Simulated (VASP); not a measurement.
# NiO (Fm-3m) in VASP: relaxation of cell and atoms with PBE+U

Aim: the relaxation of cell and atoms of NiO with PBE+U.

All numbers are computed with VASP 6.6.1; they aren't measurements. Logs are shortened: lines on timing, memory, paths and dates and some standing lists are left out, and cuts for length are marked.

**1. The cell of the first run**

The structure is cubic, space group Fm-3m (No. 225). Conventional cell: a = 4.177 Å, b = 4.177 Å, c = 4.177 Å, α = 90.00°, β = 90.00°, γ = 90.00°. Within 2.8 Å of Ni (site symmetry m-3m) lie 6 O at 2.09 Å. Within 2.8 Å of O (site symmetry m-3m) lie 6 Ni at 2.09 Å.

**2. Relaxation of cell and atoms, PBE+U, collinear spin, antiferromagnetic start**

Contents of INCAR:

```
ALGO = Normal ; EDIFF = 1E-7
EDIFFG = -0.003 ; ENCUT = 600
GGA = PE ; IBRION = 2
ISIF = 3 ; ISMEAR = 0
ISPIN = 2 ; LASPH = T
LCHARG = F ; LDAU = T
LDAUJ = 0 0 ; LDAUL = 2 -1
LDAUPRINT = 1 ; LDAUTYPE = 2
LDAUU = 6 0 ; LMAXMIX = 4
LORBIT = 11 ; LREAL = F
LWAVE = F ; MAGMOM = 2 -2 0 0
NELM = 150 ; NSW = 80
PREC = Accurate ; SIGMA = 0.01
```

Contents of KPOINTS:

```
k-points
0
Gamma
  6 6 6
```

Contents of POSCAR:

```
NiO
1.0
    2.0885000000      2.0885000000      4.1770000000
    4.1770000000      2.0885000000      2.0885000000
    2.0885000000      4.1770000000      2.0885000000
Ni O
2 2
Direct
    0.0000000000      0.0000000000      0.0000000000
    0.5000000000      0.5000000000      0.5000000000
    0.2500000000      0.2500000000      0.2500000000
    0.7500000000      0.7500000000      0.7500000000
```

Potentials or basis: VASP PAW PBE potentials, release 64 (Ni, O).

Started as:

```
$ cat potpaw_PBE.64/Ni/POTCAR potpaw_PBE.64/O/POTCAR > POTCAR
$ mpirun -np 1 vasp_std > vasp.out
```

OUTCAR:

```text
EDIFF = 1E-7
   EDIFFG = -0.003
   ENCUT = 600
   GGA = PE
   IBRION = 2
   ISIF = 3
   ISMEAR = 0
   ISPIN = 2
   LASPH = T
   LORBIT = 11
   LREAL = F
   NELM = 150
   NSW = 80
   PREC = Accurate

 ion  position               nearest neighbor table
   1  0.000  0.000  0.000-   4 2.09   4 2.09   4 2.09   3 2.09   3 2.09   3 2.09   2 2.95   2 2.95
                             2 2.95   2 2.95   2 2.95   2 2.95
   2  0.500  0.500  0.500-   3 2.09   3 2.09   3 2.09   4 2.09   4 2.09   4 2.09   1 2.95   1 2.95
                             1 2.95   1 2.95   1 2.95   1 2.95
   3  0.250  0.250  0.250-   1 2.09   1 2.09   1 2.09   2 2.09   2 2.09   2 2.09
   4  0.750  0.750  0.750-   2 2.09   2 2.09   2 2.09   1 2.09   1 2.09   1 2.09

  LATTYP: Found a trigonal (rhomboedric) cell.
 ALAT       =     5.1157593278
 COS(alpha) =     0.8333333333

  Lattice vectors:

 A1 = (   2.0885000000,   2.0885000000,   4.1770000000)
 A2 = (   4.1770000000,   2.0885000000,   2.0885000000)
 A3 = (   2.0885000000,   4.1770000000,   2.0885000000)

Analysis of symmetry for initial positions (statically):
=====================================================================
 Subroutine PRICEL returns following result:

  LATTYP: Found a face centered cubic cell.
 ALAT       =     4.1770000000
[... 12 lines left out ...]
 Subroutine GETGRP returns: Found 12 space group operations
 (whereof 12 operations were pure point group operations)
 out of a pool of 12 trial point group operations.

The static configuration has the point symmetry D_3d.

Analysis of symmetry for dynamics (positions and initial velocities):
=====================================================================
 Subroutine PRICEL returns following result:

  LATTYP: Found a face centered cubic cell.
 ALAT       =     4.1770000000
[... 12 lines left out ...]
 Subroutine GETGRP returns: Found 12 space group operations
 (whereof 12 operations were pure point group operations)
 out of a pool of 12 trial point group operations.

The dynamic configuration has the point symmetry D_3d.

Analysis of structural, dynamic, and magnetic symmetry:
=====================================================================
 Subroutine PRICEL returns following result:

  LATTYP: Found a face centered cubic cell.
[... 281 lines left out ...]
  o =  0.9830  v = -0.6908 -0.0315 -0.0009  0.7223 -0.0006  0.0000  0.0000  0.0000  0.0000  0.0000      0.0000  0.0000  0.0000  0.0000  0.0000  0.0000  0.0000  0.0000  0.0000  0.0000
  o =  0.9830  v =  0.4353 -0.8159  0.0006  0.3806 -0.0009  0.0000  0.0000  0.0000  0.0000  0.0000      0.0000  0.0000  0.0000  0.0000  0.0000  0.0000  0.0000  0.0000  0.0000  0.0000
  o =  1.0296  v = -0.0001  0.0008  0.0903 -0.0007 -0.9959  0.0000  0.0000  0.0000  0.0000  0.0000      0.0000  0.0000  0.0000  0.0000  0.0000  0.0000  0.0000  0.0000  0.0000  0.0000
  o =  1.0296  v =  0.0009 -0.0004 -0.9959 -0.0005 -0.0903  0.0000  0.0000  0.0000  0.0000  0.0000      0.0000  0.0000  0.0000  0.0000  0.0000  0.0000  0.0000  0.0000  0.0000  0.0000

atom =   2  type =  1  l = 2

 onsite density matrix

spin component  1

  0.9810  0.0000  0.0001  0.0000  0.0000
  0.0000  0.9810 -0.0000  0.0000  0.0001
  0.0001 -0.0000  0.1581 -0.0000  0.0000
  0.0000  0.0000 -0.0000  0.9810 -0.0001
  0.0000  0.0001  0.0000 -0.0001  0.1581

spin component  2

  0.9830 -0.0000 -0.0000 -0.0000 -0.0000
 -0.0000  0.9830  0.0000 -0.0000 -0.0000
 -0.0000  0.0000  1.0296  0.0000  0.0000
 -0.0000 -0.0000  0.0000  0.9830  0.0000
 -0.0000 -0.0000  0.0000  0.0000  1.0296

 occupancies and eigenvectors

  o =  0.1581  v =  0.0001 -0.0001 -1.0000 -0.0001  0.0024  0.0000  0.0000  0.0000  0.0000  0.0000      0.0000  0.0000  0.0000  0.0000  0.0000  0.0000  0.0000  0.0000  0.0000  0.0000
  o =  0.1581  v = -0.0000 -0.0001  0.0024  0.0001  1.0000  0.0000  0.0000  0.0000  0.0000  0.0000      0.0000  0.0000  0.0000  0.0000  0.0000  0.0000  0.0000  0.0000  0.0000  0.0000
  o =  0.9810  v =  0.6430  0.1143  0.0001 -0.7573  0.0001  0.0000  0.0000  0.0000  0.0000  0.0000      0.0000  0.0000  0.0000  0.0000  0.0000  0.0000  0.0000  0.0000  0.0000  0.0000
  o =  0.9810  v = -0.5032  0.8085 -0.0001 -0.3052  0.0001  0.0000  0.0000  0.0000  0.0000  0.0000      0.0000  0.0000  0.0000  0.0000  0.0000  0.0000  0.0000  0.0000  0.0000  0.0000
  o =  0.9811  v = -0.5774 -0.5774  0.0000 -0.5774 -0.0000  0.0000  0.0000  0.0000  0.0000  0.0000      0.0000  0.0000  0.0000  0.0000  0.0000  0.0000  0.0000  0.0000  0.0000  0.0000
  o =  0.9830  v =  0.0000  0.0000  0.0000  0.0000  0.0000  0.5774  0.5774  0.0000  0.5774 -0.0000      0.0000  0.0000  0.0000  0.0000  0.0000  0.0000  0.0000  0.0000  0.0000  0.0000
  o =  0.9830  v =  0.0000  0.0000  0.0000  0.0000  0.0000 -0.7105  0.0068 -0.0010  0.7037 -0.0005      0.0000  0.0000  0.0000  0.0000  0.0000  0.0000  0.0000  0.0000  0.0000  0.0000
  o =  0.9830  v =  0.0000  0.0000  0.0000  0.0000  0.0000  0.4024 -0.8165  0.0005  0.4141 -0.0010      0.0000  0.0000  0.0000  0.0000  0.0000  0.0000  0.0000  0.0000  0.0000  0.0000
  o =  1.0296  v =  0.0000  0.0000  0.0000  0.0000  0.0000 -0.0000  0.0008  0.0494 -0.0008 -0.9988      0.0000  0.0000  0.0000  0.0000  0.0000  0.0000  0.0000  0.0000  0.0000  0.0000
  o =  1.0296  v =  0.0000  0.0000  0.0000  0.0000  0.0000  0.0009 -0.0004 -0.9988 -0.0005 -0.0494      0.0000  0.0000  0.0000  0.0000  0.0000  0.0000  0.0000  0.0000  0.0000  0.0000

 number of electron      32.0000002 magnetization       0.0000000

 Free energy of the ion-electron system (eV)
  ---------------------------------------------------
  ext. energy  EPLUGINS =         0.00000000
  ---------------------------------------------------
  free energy    TOTEN  =       -20.54374846 eV

  energy without entropy =      -20.54374846  energy(sigma->0) =      -20.54374846

 E-fermi :   6.3821     XC(G=0): -12.6224

 val. band max:        6.2546147383   @ k =   0.5000   0.5000   0.5000
 cond. band min:       9.6292489572   @ k =   0.0000   0.0000   0.0000
 fundamental gap:      3.3746342189
 Fermi energy:         6.3821348360

 spin component 1

 k-point     1 :       0.0000    0.0000    0.0000
  band No.  band energies     occupation
      1     -11.9991      1.00000
      2     -10.5648      1.00000
      3      -0.6714      1.00000
      4       0.1624      1.00000
      5       0.1624      1.00000
      6       2.1310      1.00000
[... 1130 lines left out ...]
  FREE ENERGIE OF THE ION-ELECTRON SYSTEM (eV)
  ---------------------------------------------------
  free  energy   TOTEN  =       -20.5437484572 eV

  energy  without entropy=      -20.5437484572  energy(sigma->0) =      -20.54374846

 reached required accuracy - stopping structural energy minimisation

 total charge

# of ion       s       p       d       tot
------------------------------------------
    1        0.340   0.419   8.240   8.999
    2        0.340   0.419   8.240   8.999
    3        1.547   3.472   0.000   5.019
    4        1.547   3.472   0.000   5.019
--------------------------------------------------
tot          3.773   7.783  16.480  28.036

 magnetization (x)

# of ion       s       p       d       tot
------------------------------------------
    1       -0.002  -0.006   1.747   1.739
    2        0.002   0.006  -1.747  -1.739
    3        0.000   0.000   0.000   0.000
    4        0.000   0.000   0.000   0.000
--------------------------------------------------
tot          0.000   0.000   0.000   0.000
```

CONTCAR:

```text
NiO
   1.00000000000000
     2.0900904472425665    2.0900904472425665    4.1813452082340135
     4.1813452082340135    2.0900904472425665    2.0900904472425665
     2.0900904472425665    4.1813452082340135    2.0900904472425665
  Ni              O
     2     2
Direct
     0.0000000000000000    0.0000000000000000    0.0000000000000000
     0.5000000000000000    0.5000000000000000    0.5000000000000000
     0.2500000000000000    0.2500000000000000    0.2500000000000000
     0.7500000000000000    0.7500000000000000    0.7500000000000000

  0.00000000E+00  0.00000000E+00  0.00000000E+00
  0.00000000E+00  0.00000000E+00  0.00000000E+00
  0.00000000E+00  0.00000000E+00  0.00000000E+00
  0.00000000E+00  0.00000000E+00  0.00000000E+00
```

Wall time 5.3 min (1 thread of Intel Xeon Platinum 8488C (Sapphire Rapids), shared host); peak memory 0.33 GiB.

Results:

| Property | Result |
| --- | --- |
| Free energy | -20.5437 eV |
| Relaxed volume | 9.14 Å³/atom |
| Relaxed cell | a = 5.121 Å, b = 5.121 Å, c = 5.121 Å, α = 33.57°, β = 33.57°, γ = 33.57° |
| Space group after relaxing (to 0.1 Å) | Fm-3m (No. 225) |
| Energy gained by relaxing | 0.1 meV/atom |
| Ionic steps | 3 |
| Pressure after relaxing | 0.0 GPa |
| Band gap on the k mesh | 3.37 eV |
| Net moment | 0.00 μB per cell |
| Site moments | Ni +1.74, -1.74; O +0.00 μB |
| Valence electrons inside the program's atomic spheres | Ni 9.00; O 5.02 |

The path:
```csv
step,energy change (eV),largest force (eV/Å),pressure (GPa),volume (Å³)
1,0.0000,0.0000,0.65,36.44
2,-0.0002,0.0000,-0.32,36.63
3,-0.0003,0.0000,-0.02,36.57
```

Final structure:
```yaml
crystal:
  lattice:
    - [2.09009, 2.09009, 4.18135]
    - [4.18135, 2.09009, 2.09009]
    - [2.09009, 4.18135, 2.09009]
  atoms:
    - { symbol: Ni, position: [0.00000, 0.00000, 0.00000] }
    - { symbol: Ni, position: [0.50000, 0.50000, 0.50000] }
    - { symbol: O, position: [0.25000, 0.25000, 0.25000] }
    - { symbol: O, position: [0.75000, 0.75000, 0.75000] }
```

Eigenvalues of the final occupation matrices:
| site | spin | trace | eigenvalues |
| --- | --- | --- | --- |
| site 1 d | 1 | 5.01 | 0.98 0.98 0.98 1.03 1.03 |
| site 1 d | 2 | 3.26 | 0.16 0.16 0.98 0.98 0.98 |
| site 2 d | 1 | 3.26 | 0.16 0.16 0.98 0.98 0.98 |
| site 2 d | 2 | 5.01 | 0.98 0.98 0.98 1.03 1.03 |

A k mesh can miss the band edges. The state reached can hang on the start; a lower one may exist.
